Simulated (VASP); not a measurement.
Write the native input for VASP 6.6.1 that does the following.

| Quantity | Value |
| --- | --- |
| Task | single point |
| Functional | LDA |
| Potentials or basis | VASP PAW LDA potentials, release 64 (Ni) |
| Cutoff | 520 eV |
| k mesh | 24 × 24 × 24 |
| Occupations | gaussian, width 0.15 eV |
| Spin | collinear spin, ferromagnetic start |
| Starting moments | [0.5] μB |
| Fixed moment | 0.5 μB |
| Dipole correction | no |
| Further INCAR settings | ALGO = Normal; EDIFF = 1e-06; NBANDS = 15 |

The structure of Ni lies in POSCAR:

```
Ni
1.0
    0.0000000000      1.6405644498      1.6405644498
    1.6405644498      0.0000000000      1.6405644498
    1.6405644498      1.6405644498      0.0000000000
Ni
1
Direct
    0.0000000000      0.0000000000      0.0000000000
```

The input as run:

INCAR

```
SYSTEM = Ni
ALGO = Normal
EDIFF = 1E-6
ENCUT = 520
GGA = CA
ISIF = 2
ISMEAR = 0
ISPIN = 2
LASPH = .TRUE.
LCHARG = .FALSE.
LMAXMIX = 4
LORBIT = 11
LREAL = .FALSE.
LWAVE = .FALSE.
MAGMOM = 0.5
NBANDS = 15
NELM = 150
NUPDOWN = 0.5
PREC = Accurate
SIGMA = 0.15
```

KPOINTS

```
k-points
0
G
  24 24 24
  0 0 0
```

Potentials or basis: VASP PAW LDA potentials, release 64 (Ni).

Launch:

```bash
$ cat potpaw_LDA.64/Ni/POTCAR > POTCAR
$ mpirun -np 1 vasp_std > vasp.out
```

Results of the run:

- Pressure: 43.4 GPa
- Net moment: 0.50 μB per cell
- Site moments: Ni +0.49 μB
- Valence electrons inside the program's atomic spheres: Ni 9.78

Caveat: the cell stands under pressure; the total moment is fixed, so each spin has its own Fermi level and the state may be an excited one.

Run time: 96 s on 1 thread of Intel(R) Xeon(R) Platinum 8259CL CPU @ 2.50GHz (Skylake/Cascade Lake) (shared host), peak memory 0.18 GiB.
